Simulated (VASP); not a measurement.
# Al2Pt (Fm-3m) in VASP: a series of runs

Runs on Al2Pt. Level: PBEsol. Tasks: single point.

Program: VASP 6.6.1. These are calculated values, not measurements. Logs are shortened: lines on timing, memory, paths and dates and some standing lists are left out, and cuts for length are marked.

## 1. The cell of the first run

The structure is cubic, space group Fm-3m (No. 225). Conventional cell: a = 5.910 Å, b = 5.910 Å, c = 5.910 Å, α = 90.00°, β = 90.00°, γ = 90.00°. Pt (site symmetry m-3m) has 8 Al at 2.56 Å within 3.4 Å. Al (site symmetry -43m) has 4 Pt at 2.56 Å and 6 Al at 2.96 Å within 3.4 Å.

## 2. Single point, PBEsol

Input file INCAR:

```
PREC     = Accurate       # precision mode
ENCUT    = 520            # plane-wave cutoff, eV
EDIFF    = 1E-6           # SCF threshold, eV
ISMEAR   = -1             # smearing method
SIGMA    = 0.05           # smearing width, eV
LREAL    = False          # projectors in reciprocal space
LASPH    = True           # aspherical terms in the spheres
NELM     = 60             # most SCF steps
ALGO     = Fast           # electronic algorithm
ISIF     = 2              # what is computed and relaxed
LWAVE    = False          # write WAVECAR
LCHARG   = True           # write CHGCAR
GGA      = PS             # functional
LELF     = True           # ELF
LVHAR    = True         
NBANDS   = 15             # bands
```

Input file KPOINTS:

```
Automatic mesh
0
Gamma
  6 6 6
```

Input file POSCAR:

```
Al2Pt
1.0
    0.0000000000      2.9550000000      2.9550000000
    2.9550000000      0.0000000000      2.9550000000
    2.9550000000      2.9550000000      0.0000000000
Pt Al
1 2
Direct
    0.0000000000      0.0000000000      0.0000000000
    0.7500000000      0.7500000000      0.7500000000
    0.2500000000      0.2500000000      0.2500000000
```

Potentials or basis: VASP PAW PBE potentials, release 64 (Pt, Al).

On the command line:

```console
cat potpaw_PBE.64/Pt/POTCAR potpaw_PBE.64/Al/POTCAR > POTCAR
mpirun -np 1 vasp_std > vasp.out
```

OUTCAR:

```text
PREC = Accurate
   ENCUT = 520
   EDIFF = 1E-6
   ISMEAR = -1
   LREAL = False
   LASPH = True
   NELM = 60
   ISIF = 2
   GGA = PS

 ion  position               nearest neighbor table
   1  0.000  0.000  0.000-   2 2.56   2 2.56   2 2.56   2 2.56   3 2.56   3 2.56   3 2.56   3 2.56

   2  0.750  0.750  0.750-   1 2.56   1 2.56   1 2.56   1 2.56   3 2.96   3 2.96   3 2.96   3 2.96
                             3 2.96   3 2.96
   3  0.250  0.250  0.250-   1 2.56   1 2.56   1 2.56   1 2.56   2 2.96   2 2.96   2 2.96   2 2.96
                             2 2.96   2 2.96

  LATTYP: Found a face centered cubic cell.
 ALAT       =     5.9100000000

  Lattice vectors:

 A1 = (   0.0000000000,   2.9550000000,   2.9550000000)
 A2 = (   2.9550000000,   0.0000000000,   2.9550000000)
 A3 = (   2.9550000000,   2.9550000000,   0.0000000000)

Analysis of symmetry for initial positions (statically):
=====================================================================
 Subroutine PRICEL returns:
 Original cell was already a primitive cell.

 Routine SETGRP: Setting up the symmetry group for a
 face centered cubic supercell.

 Subroutine GETGRP returns: Found 48 space group operations
 (whereof 48 operations were pure point group operations)
 out of a pool of 48 trial point group operations.

The static configuration has the point symmetry O_h .

Analysis of symmetry for dynamics (positions and initial velocities):
=====================================================================
 Subroutine PRICEL returns:
 Original cell was already a primitive cell.

 Routine SETGRP: Setting up the symmetry group for a
 face centered cubic supercell.

 Subroutine GETGRP returns: Found 48 space group operations
 (whereof 48 operations were pure point group operations)
 out of a pool of 48 trial point group operations.

The dynamic configuration has the point symmetry O_h .

 Subroutine INISYM returns: Found 48 space group operations
 (whereof 48 operations are pure point group operations),
 and found     1 'primitive' translations

----------------------------------------------------------------------------------------

                                     Primitive cell

  volume of cell :      51.6063

  direct lattice vectors                    reciprocal lattice vectors
     0.000000000  2.955000000  2.955000000    -0.169204738  0.169204738  0.169204738
     2.955000000  0.000000000  2.955000000     0.169204738 -0.169204738  0.169204738
     2.955000000  2.955000000  0.000000000     0.169204738  0.169204738 -0.169204738

  length of vectors
     4.179001077  4.179001077  4.179001077     0.293071203  0.293071203  0.293071203

  position of ions in fractional coordinates (direct lattice)
     0.000000000  0.000000000  0.000000000
     0.750000000  0.750000000  0.750000000
     0.250000000  0.250000000  0.250000000

  ion indices of the primitive-cell ions
   primitive index   ion index
                 1           1
                 2           2
                 3           3

----------------------------------------------------------------------------------------

 KPOINTS: Automatic mesh

Automatic generation of k-mesh.
 Grid dimensions read from file:
 generate k-points for:    6    6    6

 Generating k-lattice:

  Cartesian coordinates                     Fractional coordinates (reciprocal lattice)
    -0.028200790  0.028200790  0.028200790     0.166666667  0.000000000  0.000000000
     0.028200790 -0.028200790  0.028200790     0.000000000  0.166666667  0.000000000
     0.028200790  0.028200790 -0.028200790     0.000000000  0.000000000  0.166666667

  Length of vectors
     0.048845200  0.048845200  0.048845200

  Shift w.r.t. Gamma in fractional coordinates (k-lattice)
     0.000000000  0.000000000  0.000000000

 Subroutine IBZKPT returns following result:
 ===========================================

 Found     16 irreducible k-points:

 Following reciprocal coordinates:
            Coordinates               Weight
  0.000000  0.000000  0.000000      1.000000
  0.166667  0.000000  0.000000      8.000000
  0.333333  0.000000  0.000000      8.000000
  0.500000  0.000000  0.000000      4.000000
  0.166667  0.166667  0.000000      6.000000
  0.333333  0.166667  0.000000     24.000000
[... 8 lines left out ...]
 -0.333333  0.333333  0.166667     24.000000
 -0.333333  0.500000  0.166667     12.000000
   k-points           NKPTS =     16   k-points in BZ     NKDIM =     16   number of bands    NBANDS=     15
   number of dos      NEDOS =    301   number of ions     NIONS =      3
   total plane-waves  NPLWV =  32768
   dimension x,y,z NGX =    32 NGY =   32 NGZ =   32
   dimension x,y,z NGXF=    64 NGYF=   64 NGZF=   64
   ions per type =               1   2
   NGX,Y,Z   is equivalent  to a cutoff of  12.73, 12.73, 12.73 a.u.
   NGXF,Y,Z  is equivalent  to a cutoff of  25.46, 25.46, 25.46 a.u.
 SYSTEM =  unknown system
   PREC   = accura    normal or accurate (medium, high low for compatibility)
   ISTART =      0    job   : 0-new  1-cont  2-samecut
   ICHARG =      2    charge: 1-file 2-atom 10-const
   ISPIN  =      1    spin polarized calculation?
   LNONCOLLINEAR =      F non collinear calculations
   LSORBIT =      F    spin-orbit coupling
   LASPH  =      T    aspherical Exc in radial PAW
   ENCUT  =  520.0 eV  38.22 Ry    6.18 a.u.   7.77  7.77  7.77*2*pi/ulx,y,z
   NELM   =     60;   NELMIN=  2; NELMDL= -5     # of ELM steps
   EDIFF  = 0.1E-05   stopping-criterion for ELM
   LREAL  =      F    real-space projection
   EDIFFG = 0.1E-04   stopping-criterion for IOM
   NSW    =      0    number of steps for IOM
   IBRION =     -1    ionic relax: 0-MD 1-quasi-New 2-CG
   NFREE  =      0    steps in history (QN), initial steepest desc. (CG)
   ISIF   =      2    stress and relaxation
   ISYM   =      2    0-nonsym 1-usesym 2-fastsym
   POTIM  = 0.5000    time-step for ionic-motion
   TEBEG  =    0.0;   TEEND  =   0.0 temperature during run
   PSTRESS=    0.0 pullay stress
   NELECT =      16.0000    total number of electrons
   NUPDOWN=      -1.0000    fix difference up-down
   EMIN   =  10.00;   EMAX   =-10.00  energy-range for DOS
   EFERMI =   0.00;   METHOD = LEGACY
   ISMEAR =    -1;   SIGMA  =   0.05  broadening in eV -4-tet -1-fermi 0-gaus
   EFERMI_NEDOS =   21; number of points for ismear=-14 and -15
   IALGO  =     68    algorithm
   IMIX   =      4    mixing-type and parameters
     AMIX     =   0.40;   BMIX     =  1.00
     AMIX_MAG =   1.60;   BMIX_MAG =  1.00
  volume/ion in A,a.u.               =      17.20       116.09
  Fermi-wavevector in a.u.,A,eV,Ry     =   1.108019  2.093853 16.703966  1.227707
  Thomas-Fermi vector in A             =   2.244541
   LORBIT       =      0    0 simple, 1 ext, 2 COOP (PROOUT), +10 PAW based schemes
   GGA     = PS    functional components
   LHFCALC =     F    Hartree Fock is set to
   AEXX    =    0.0000 exact exchange contribution
   IVDW    =     0    specifies the selected vdW correction
   LEPSILON=     F    determine dielectric tensor
   LRPA    =     F    only Hartree local field effects (RPA)
 non-spin polarized calculation
 RMM-DIIS sequential band-by-band and
  energy-cutoff  :      520.00
  volume of cell :       51.61
 maximum number of plane-waves:      1411
   NGX = 15   NGY = 15   NGZ = 15

 number of electron      16.0000000 magnetization

 Free energy of the ion-electron system (eV)
  ---------------------------------------------------
  ext. energy  EPLUGINS =         0.00000000
  ---------------------------------------------------
  free energy    TOTEN  =       -17.78111455 eV

  energy without entropy =      -17.77521895  energy(sigma->0) =      -17.77816675

 E-fermi :   7.8227     XC(G=0): -10.8121

 val. band max:        7.7618181199   @ k =  -0.3333   0.3333   0.0000
 cond. band min:       8.0247067495   @ k =   0.5000   0.3333   0.1667
 fundamental gap:      0.2628886296
 Fermi energy:         7.8226788718

 k-point     1 :       0.0000    0.0000    0.0000
  band No.  band energies     occupation
      1      -2.4452      2.00000
      2       2.7269      2.00000
      3       2.7269      2.00000
      4       2.7269      2.00000
      5       4.0827      2.00000
      6       4.0827      2.00000
      7      10.7826      0.00000
      8      11.5834      0.00000
      9      11.5834      0.00000
     10      11.5834      0.00000
     11      13.2140      0.00000
     12      13.2140      0.00000
     13      13.2140      0.00000
     14      14.1203      0.00000
     15      14.1203      0.00000

 k-point     2 :       0.1667    0.0000    0.0000
  band No.  band energies     occupation
      1      -2.0664      2.00000
      2       2.5175      2.00000
      3       2.8439      2.00000
      4       2.8439      2.00000
      5       4.0516      2.00000
      6       4.0516      2.00000
      7       8.5474      0.00000
      8      10.7296      0.00000
      9      10.7296      0.00000
     10      11.2592      0.00000
     11      13.5113      0.00000
     12      13.5680      0.00000
     13      13.5680      0.00000
     14      14.2239      0.00000
     15      14.2239      0.00000
[... 221 lines left out ...]
      3       2.7876      2.00000
      4       3.1997      2.00000
      5       3.6532      2.00000
      6       4.3050      2.00000
      7       4.7314      2.00000
      8       6.0033      2.00000
      9       7.4280      1.99925
     10      12.0665      0.00000
     11      12.9961      0.00000
     12      14.4066      0.00000
     13      15.0844      0.00000
     14      16.3295      0.00000
     15      17.7834      0.00000

 k-point    16 :      -0.3333    0.5000    0.1667
  band No.  band energies     occupation
      1       1.7316      2.00000
      2       1.8536      2.00000
      3       1.9537      2.00000
      4       3.2600      2.00000
      5       3.9921      2.00000
      6       4.4950      2.00000
      7       4.5177      2.00000
      8       5.5465      2.00000
      9       6.7771      2.00000
     10      11.9643      0.00000
     11      12.4571      0.00000
     12      14.2031      0.00000
     13      15.8443      0.00000
     14      17.8967      0.00000
     15      19.1427      0.00000

------------------------ aborting loop because EDIFF is reached ----------------------------------------

  FORCE on cell =-STRESS in cart. coord.  units (eV):
  Direction    XX          YY          ZZ          XY          YZ          ZX
  --------------------------------------------------------------------------------------
  -------------------------------------------------------------------------------------
  Total       -0.3338582     -0.3338582     -0.3338582      0.0000000      0.0000000     -0.0000000
  in kB      -10.3650205    -10.3650205    -10.3650205      0.0000000      0.0000000     -0.0000000
  external PRESSURE =     -10.3650205 kB  Pullay stress =       0.0000000 kB

 VOLUME and BASIS-vectors are now :
 -----------------------------------------------------------------------------
  energy-cutoff  :      520.00
  volume of cell :       51.61
      direct lattice vectors                 reciprocal lattice vectors
     0.000000000  2.955000000  2.955000000    -0.169204738  0.169204738  0.169204738
     2.955000000  0.000000000  2.955000000     0.169204738 -0.169204738  0.169204738
     2.955000000  2.955000000  0.000000000     0.169204738  0.169204738 -0.169204738

 POSITION                                       TOTAL-FORCE (eV/Angst)
 -----------------------------------------------------------------------------------
      0.00000      0.00000      0.00000        -0.000000     -0.000000     -0.000000
      4.43250      4.43250      4.43250         0.000000      0.000000      0.000000
      1.47750      1.47750      1.47750         0.000000     -0.000000     -0.000000
 -----------------------------------------------------------------------------------
    total drift:                                0.000000     -0.000000      0.000000

  FREE ENERGIE OF THE ION-ELECTRON SYSTEM (eV)
  ---------------------------------------------------
  free  energy   TOTEN  =       -17.7811145535 eV

  energy  without entropy=      -17.7752189452  energy(sigma->0) =      -17.77816675
```

Run time: 42 s. Hardware: 1 thread of AMD EPYC 7R13, shared host; peak memory 0.15 GiB.

What came out:

* Free energy: -17.7811 eV
* Pressure: -1.0 GPa
* Band gap on the k mesh: zero (band 8 reaches 11.58 eV, above the bottom of band 9 at 6.19 eV)

Caveat: the PAW data sets were made with another functional, which shifts forces and pressure a little; spin-orbit coupling is left out, which moves the levels of the heavy elements.

(Continued in part 2 of 2.)
